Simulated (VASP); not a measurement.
Input of a VASP 6.6.1 run:

File INCAR:

```
SYSTEM = Zr2H3Pd
PREC = Accurate
ENCUT = 520
EDIFF = 1E-6
ISMEAR = 1
SIGMA = 0.05
LREAL = .False.
LASPH = .True.
NELM = 80
ALGO = Normal
ISIF = 2
LWAVE = .False.
LCHARG = .False.
GGA = PS
NBANDS = 28
```

Contents of KPOINTS:

```
regular mesh
0
Gamma
  8 8 8
  0 0 0
```

Contents of POSCAR:

```
Zr2H3Pd
1.0
   -1.6033930000      1.6033930000      6.7000100000
    1.6033930000     -1.6033930000      6.7000100000
    1.6033930000      1.6033930000     -6.7000100000
Zr H Pd
2 3 1
Direct
    0.6470620000      0.6470620000      0.0000000000
    0.3529380000      0.3529380000      0.0000000000
    0.5000000000      0.5000000000      0.0000000000
    0.7500000000      0.2500000000      0.5000000000
    0.2500000000      0.7500000000      0.5000000000
    0.0000000000      0.0000000000      0.0000000000
```

Potentials or basis: VASP PAW PBE potentials, release 64 (Zr_sv, H, Pd).

The run is started by

```sh
$ cat potpaw_PBE.64/Zr_sv/POTCAR potpaw_PBE.64/H/POTCAR potpaw_PBE.64/Pd/POTCAR > POTCAR
$ mpirun -np 1 vasp_std > vasp.out
```

(1) What does it give for the pressure?

(2) Estimate the largest force.

Results:

(1) -6.0 GPa.

(2) 0.019 eV/Å.

Caveat: the PAW data sets were made with another functional, which shifts forces and pressure a little.
